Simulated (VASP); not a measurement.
# Sb (Im-3m) in VASP: notebook

Sb is run at these levels: PBE; tasks: single point, relaxation of cell and atoms.

All numbers are computed with VASP 6.6.1; they aren't measurements. Logs are shortened: lines on timing, memory, paths and dates and some standing lists are left out, and cuts for length are marked.

### Step 1. The cell of the first run

Symmetry: Im-3m, No. 229, cubic system. Conventional cell: a = 3.793 Å, b = 3.793 Å, c = 3.793 Å, α = 90.00°, β = 90.00°, γ = 90.00°. Within 4.3 Å of Sb (site symmetry m-3m) lie 14 Sb at 3.28 to 3.79 Å.

This isn't the form of Sb at room conditions, which is rhombohedral.

### Step 2. Single point, PBE

INCAR reads:

```
SYSTEM = Sb
PREC = Accurate
ENCUT = 520
EDIFF = 1E-6
ISMEAR = 0
SIGMA = 0.1
LREAL = .FALSE.
LASPH = .TRUE.
NELM = 60
ALGO = Normal
ISIF = 2
LWAVE = .FALSE.
LCHARG = .FALSE.
GGA = PE
NBANDS = 8
```

KPOINTS reads:

```
regular mesh
0
G
  16 16 16
  0 0 0
```

POSCAR reads:

```
Sb
1.0
   -1.8964368467      1.8964368467      1.8964368467
    1.8964368467     -1.8964368467      1.8964368467
    1.8964368467      1.8964368467     -1.8964368467
Sb
1
Direct
    0.0000000000      0.0000000000      0.0000000000
```

Potentials or basis: VASP PAW PBE potentials, release 64 (Sb).

Run with:

```bash
$ cat potpaw_PBE.64/Sb/POTCAR > POTCAR
$ mpirun -np 1 vasp_std > vasp.out
```

OUTCAR:

```text
SYSTEM = Sb
   PREC = Accurate
   ENCUT = 520
   EDIFF = 1E-6
   ISMEAR = 0
   LREAL = .FALSE.
   LASPH = .TRUE.
   NELM = 60
   ISIF = 2
   GGA = PE

 ion  position               nearest neighbor table
   1  0.000  0.000  0.000-

  LATTYP: Found a body centered cubic cell.
 ALAT       =     3.7928736934

  Lattice vectors:

 A1 = (  -1.8964368467,   1.8964368467,   1.8964368467)
 A2 = (   1.8964368467,  -1.8964368467,   1.8964368467)
 A3 = (   1.8964368467,   1.8964368467,  -1.8964368467)

Analysis of symmetry for initial positions (statically):
=====================================================================
 Subroutine PRICEL returns:
 Original cell was already a primitive cell.

 Routine SETGRP: Setting up the symmetry group for a
 body centered cubic supercell.

 Subroutine GETGRP returns: Found 48 space group operations
 (whereof 48 operations were pure point group operations)
 out of a pool of 48 trial point group operations.

The static configuration has the point symmetry O_h .

Analysis of symmetry for dynamics (positions and initial velocities):
=====================================================================
 Subroutine PRICEL returns:
 Original cell was already a primitive cell.

 Routine SETGRP: Setting up the symmetry group for a
 body centered cubic supercell.

 Subroutine GETGRP returns: Found 48 space group operations
 (whereof 48 operations were pure point group operations)
 out of a pool of 48 trial point group operations.

The dynamic configuration has the point symmetry O_h .

 Subroutine INISYM returns: Found 48 space group operations
 (whereof 48 operations are pure point group operations),
 and found     1 'primitive' translations

----------------------------------------------------------------------------------------

                                     Primitive cell

  volume of cell :      27.2819

  direct lattice vectors                    reciprocal lattice vectors
    -1.896436847  1.896436847  1.896436847     0.000000000  0.263652334  0.263652334
     1.896436847 -1.896436847  1.896436847     0.263652334  0.000000000  0.263652334
     1.896436847  1.896436847 -1.896436847     0.263652334  0.263652334  0.000000000

  length of vectors
     3.284724972  3.284724972  3.284724972     0.372860706  0.372860706  0.372860706

  position of ions in fractional coordinates (direct lattice)
     0.000000000  0.000000000  0.000000000

  ion indices of the primitive-cell ions
   primitive index   ion index
                 1           1

----------------------------------------------------------------------------------------

 KPOINTS: regular mesh

Automatic generation of k-mesh.
 Grid dimensions read from file:
 generate k-points for:   16   16   16

 Generating k-lattice:

  Cartesian coordinates                     Fractional coordinates (reciprocal lattice)
     0.000000000  0.016478271  0.016478271     0.062500000  0.000000000  0.000000000
     0.016478271  0.000000000  0.016478271     0.000000000  0.062500000  0.000000000
     0.016478271  0.016478271  0.000000000     0.000000000  0.000000000  0.062500000

  Length of vectors
     0.023303794  0.023303794  0.023303794

  Shift w.r.t. Gamma in fractional coordinates (k-lattice)
     0.000000000  0.000000000  0.000000000

 Subroutine IBZKPT returns following result:
 ===========================================

 Found    145 irreducible k-points:

 Following reciprocal coordinates:
            Coordinates               Weight
  0.000000  0.000000  0.000000      1.000000
  0.062500  0.000000  0.000000     12.000000
  0.125000  0.000000  0.000000     12.000000
  0.187500  0.000000  0.000000     12.000000
  0.250000  0.000000  0.000000     12.000000
  0.312500  0.000000  0.000000     12.000000
[... 16 lines left out ...]
  0.187500  0.187500  0.000000     24.000000
  0.250000  0.187500  0.000000     48.000000
 [... further k-points ...]
   k-points           NKPTS =    145   k-points in BZ     NKDIM =    145   number of bands    NBANDS=      8
   number of dos      NEDOS =    301   number of ions     NIONS =      1
   total plane-waves  NPLWV =  13824
   dimension x,y,z NGX =    24 NGY =   24 NGZ =   24
   dimension x,y,z NGXF=    48 NGYF=   48 NGZF=   48
   ions per type =               1
   NGX,Y,Z   is equivalent  to a cutoff of  12.15, 12.15, 12.15 a.u.
   NGXF,Y,Z  is equivalent  to a cutoff of  24.29, 24.29, 24.29 a.u.
 SYSTEM =  Sb
   PREC   = accura    normal or accurate (medium, high low for compatibility)
   ISTART =      0    job   : 0-new  1-cont  2-samecut
   ICHARG =      2    charge: 1-file 2-atom 10-const
   ISPIN  =      1    spin polarized calculation?
   LNONCOLLINEAR =      F non collinear calculations
   LSORBIT =      F    spin-orbit coupling
   LASPH  =      T    aspherical Exc in radial PAW
   ENCUT  =  520.0 eV  38.22 Ry    6.18 a.u.   6.11  6.11  6.11*2*pi/ulx,y,z
   NELM   =     60;   NELMIN=  2; NELMDL= -5     # of ELM steps
   EDIFF  = 0.1E-05   stopping-criterion for ELM
   LREAL  =      F    real-space projection
   EDIFFG = 0.1E-04   stopping-criterion for IOM
   NSW    =      0    number of steps for IOM
   IBRION =     -1    ionic relax: 0-MD 1-quasi-New 2-CG
   NFREE  =      0    steps in history (QN), initial steepest desc. (CG)
   ISIF   =      2    stress and relaxation
   ISYM   =      2    0-nonsym 1-usesym 2-fastsym
   POTIM  = 0.5000    time-step for ionic-motion
   TEBEG  =    0.0;   TEEND  =   0.0 temperature during run
   PSTRESS=    0.0 pullay stress
   NELECT =       5.0000    total number of electrons
   NUPDOWN=      -1.0000    fix difference up-down
   EMIN   =  10.00;   EMAX   =-10.00  energy-range for DOS
   EFERMI =   0.00;   METHOD = LEGACY
   ISMEAR =     0;   SIGMA  =   0.10  broadening in eV -4-tet -1-fermi 0-gaus
   EFERMI_NEDOS =   21; number of points for ismear=-14 and -15
   IALGO  =     38    algorithm
   IMIX   =      4    mixing-type and parameters
     AMIX     =   0.40;   BMIX     =  1.00
     AMIX_MAG =   1.60;   BMIX_MAG =  1.00
  volume/ion in A,a.u.               =      27.28       184.11
  Fermi-wavevector in a.u.,A,eV,Ry     =   0.929908  1.757271 11.765340  0.864728
  Thomas-Fermi vector in A             =   2.056240
   LORBIT       =      0    0 simple, 1 ext, 2 COOP (PROOUT), +10 PAW based schemes
   GGA     = PE    functional components
   LHFCALC =     F    Hartree Fock is set to
   AEXX    =    0.0000 exact exchange contribution
   IVDW    =     0    specifies the selected vdW correction
   LEPSILON=     F    determine dielectric tensor
   LRPA    =     F    only Hartree local field effects (RPA)
 non-spin polarized calculation
 Gauss-broadening in eV      SIGMA  =   0.10
  energy-cutoff  :      520.00
  volume of cell :       27.28
 maximum number of plane-waves:       746
   NGX = 13   NGY = 13   NGZ = 13

 number of electron       5.0000000 magnetization

 Free energy of the ion-electron system (eV)
  ---------------------------------------------------
  ext. energy  EPLUGINS =         0.00000000
  ---------------------------------------------------
  free energy    TOTEN  =        -3.90855898 eV

  energy without entropy =       -3.90480014  energy(sigma->0) =       -3.90667956

 E-fermi :   8.2195     XC(G=0): -10.1721

 val. band max:        8.2175878652   @ k =   0.3125   0.1250   0.0625
 cond. band min:       8.2475310036   @ k =   0.1875   0.1875   0.0625
 fundamental gap:      0.0299431384
 Fermi energy:         8.2194758857

 k-point     1 :       0.0000    0.0000    0.0000
  band No.  band energies     occupation
      1      -4.4609      2.00000
      2      13.6650      0.00000
      3      13.6650      0.00000
      4      13.6650      0.00000
      5      18.7746      0.00000
      6      18.7746      0.00000
      7      18.7746      0.00000
      8      20.0633      0.00000

 k-point     2 :       0.0625    0.0000    0.0000
  band No.  band energies     occupation
      1      -4.3801      2.00000
      2      13.0179      0.00000
      3      13.3960      0.00000
      4      13.5982      0.00000
      5      18.2448      0.00000
      6      18.2711      0.00000
      7      19.1352      0.00000
      8      19.6345      0.00000

 k-point     3 :       0.1250    0.0000    0.0000
  band No.  band energies     occupation
      1      -4.1384      2.00000
      2      11.5199      0.00000
      3      12.7642      0.00000
      4      13.4049      0.00000
      5      17.3144      0.00000
      6      17.4719      0.00000
      7      19.2994      0.00000
      8      19.8348      0.00000

 k-point     4 :       0.1875    0.0000    0.0000
  band No.  band energies     occupation
      1      -3.7382      2.00000
      2       9.7270      0.00000
      3      12.0264      0.00000
      4      13.1142      0.00000
      5      16.4733      0.00000
      6      16.7805      0.00000
      7      19.2704      0.00000
      8      20.1380      0.00000

 k-point     5 :       0.2500    0.0000    0.0000
  band No.  band energies     occupation
      1      -3.1852      2.00000
      2       7.9006      1.99999
      3      11.3281      0.00000
      4      12.7789      0.00000
      5      15.8010      0.00000
      6      16.2076      0.00000
      7      19.5296      0.00000
      8      20.5541      0.00000
[... 177 lines left out ...]
 k-point    22 :       0.4375    0.1250    0.0000
  band No.  band energies     occupation
      1      -0.3291      2.00000
      2       3.0347      2.00000
      3       8.4672      0.00046
      4      11.1341      0.00000
      5      15.4257      0.00000
      6      17.3479      0.00000
      7      20.8042      0.00000
      8      21.6086      0.00000

 k-point    23 :       0.1875    0.1875    0.0000
  band No.  band energies     occupation
      1      -2.3388      2.00000
      2       6.7286      2.00000
      3       8.8559      0.00000
      4      11.6166      0.00000
      5      16.4465      0.00000
      6      17.3920      0.00000
      7      20.0385      0.00000
      8      21.0729      0.00000

 k-point    24 :       0.2500    0.1875    0.0000
  band No.  band energies     occupation
      1      -1.6105      2.00000
      2       5.5266      2.00000
      3       7.9527      1.99984
      4      11.2610      0.00000
      5      16.3261      0.00000
      6      17.7300      0.00000
      7      20.1455      0.00000
      8      22.0955      0.00000

 [... further k-points ...]
[... 5 lines left out ...]
  --------------------------------------------------------------------------------------
  -------------------------------------------------------------------------------------
  Total       -0.0280903     -0.0280903     -0.0280903     -0.0000000      0.0000000     -0.0000000
  in kB       -1.6496478     -1.6496478     -1.6496478     -0.0000000      0.0000000     -0.0000000
  external PRESSURE =      -1.6496478 kB  Pullay stress =       0.0000000 kB

 VOLUME and BASIS-vectors are now :
 -----------------------------------------------------------------------------
  energy-cutoff  :      520.00
  volume of cell :       27.28
      direct lattice vectors                 reciprocal lattice vectors
    -1.896436847  1.896436847  1.896436847     0.000000000  0.263652334  0.263652334
     1.896436847 -1.896436847  1.896436847     0.263652334  0.000000000  0.263652334
     1.896436847  1.896436847 -1.896436847     0.263652334  0.263652334  0.000000000

 POSITION                                       TOTAL-FORCE (eV/Angst)
 -----------------------------------------------------------------------------------
      0.00000      0.00000      0.00000        -0.000000      0.000000      0.000000
 -----------------------------------------------------------------------------------
    total drift:                                0.000000      0.000000      0.000000

  FREE ENERGIE OF THE ION-ELECTRON SYSTEM (eV)
  ---------------------------------------------------
  free  energy   TOTEN  =        -3.9085589765 eV

  energy  without entropy=       -3.9048001412  energy(sigma->0) =       -3.90667956
```

It took 10 s on 1 thread of AMD EPYC 9R45 (Zen 5), shared host; peak memory 0.12 GiB.

What came out:

| Quantity | Value |
| --- | --- |
| Free energy | -3.9086 eV |
| Pressure | -0.2 GPa |
| Band gap on the k mesh | zero (an odd number of electrons rules out a gap without spin polarisation) |

Levels at points of the mesh, in eV from the Fermi level:
```csv
k point,band 1,band 2,band 3,band 4,band 5,band 6,band 7
"(0.00, 0.00, 0.00)",-12.68,5.45,5.45,5.45,10.56,10.56,10.56
"(0.50, 0.00, 0.00)",-8.73,-5.44,1.72,3.75,6.43,6.97,13.72
"(0.50, 0.50, 0.50)",-5.59,-1.91,-1.91,-1.91,3.06,3.06,17.51
```

Caveat: spin-orbit coupling is left out, which moves the levels of the heavy elements.

[end of part 1 of 2]

The gap in the log of VASP goes by the Fermi energy; the results here count the filled bands.